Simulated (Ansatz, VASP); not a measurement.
One calculation of BP, two programs

File POSCAR:

```
BP
1.0
    0.0000000000      2.2660723800      2.2660723800
    2.2660723800      0.0000000000      2.2660723800
    2.2660723800      2.2660723800      0.0000000000
B P
1 1
Direct
    0.0000000000      0.0000000000      0.0000000000
    0.7500000000      0.7500000000      0.7500000000
```

The input INCAR.step1:

```
SYSTEM = BP
ALGO = Normal ; EDIFF = 1E-4
ENCUT = 600 ; GGA = PE
ISMEAR = 0 ; LASPH = .TRUE.
LCHARG = .FALSE. ; LREAL = .FALSE.
LWAVE = .TRUE. ; NELM = 80
PREC = Accurate ; SIGMA = 0.02
```

File INCAR.step2:

```
SYSTEM = BP
ALGO = Normal ; EDIFF = 1E-7
EDIFFG = -0.002 ; ENCUT = 600
IBRION = 2 ; ISIF = 3
ISMEAR = 0 ; ISTART = 1
LASPH = .TRUE. ; LCHARG = .FALSE.
LMIXTAU = .TRUE. ; LREAL = .FALSE.
LWAVE = .FALSE. ; METAGGA = R2SCAN
NELM = 80 ; NSW = 100
PREC = Accurate ; SIGMA = 0.02
```

KPOINTS

```
k-points
0
G
  10 10 10
  0 0 0
```

Input for Ansatz:

```yaml
crystal:
  lattice:
    - [0.0, 2.26607238, 2.26607238]
    - [2.26607238, 0.0, 2.26607238]
    - [2.26607238, 2.26607238, 0.0]
  atoms:
    - { symbol: B, position: [0.0, 0.0, 0.0] }
    - { symbol: P, position: [0.75, 0.75, 0.75] }
basis:
  ecutwfc: 500
kpoints:
  mp_grid: { grid: [10, 10, 10] }
hamiltonian:
  xc: r2scan
  pseudopotentials: { kind: paw, azcp: { folder: soft_1 } }
scf:
  occupations: { method: gaussian, width: 0.02 }
output:
  forces: true
  stress: true
  eigenvalues: true
  write_density: true
  write_potential: true
  elf: true
  volumetric_format: npy
relax:
  adjacent_minimum: "off"
  f_tol: 0.002
  max_steps: 80
  cell: { stress_tol: 0.02 }
```

Alike in both runs: task relaxation of cell and atoms; functional r2SCAN; k mesh 10 × 10 × 10; occupations gaussian, width 0.02 eV; no spin polarisation.

```csv
,VASP,Ansatz
version,VASP 6.6.1,Ansatz 0.2.0
potentials or method,"VASP PAW PBE potentials, release 64 (B, P), cutoff 600 eV","scalar-relativistic, plane waves, PAW"
valence electrons in the cell,8,8
```

Ansatz gave:

```
gap on the k mesh at the Fermi level, each at its own relaxed structure (eV) : 1.41
relaxed volume (Å³/atom)                                                     : 11.67
relaxed cell length with the largest relative difference (Å)                 : 3.208
```

**Question.** Which values does VASP return?

**Answer.** gap on the k mesh at the Fermi level, each at its own relaxed structure (eV): 1.44; relaxed volume (Å³/atom): 11.64; relaxed cell length with the largest relative difference (Å): 3.205.

VASP's potentials were made for PBE, not for r2SCAN.

Noted on VASP's run: the relaxation stopped at its first step, so nothing moved.
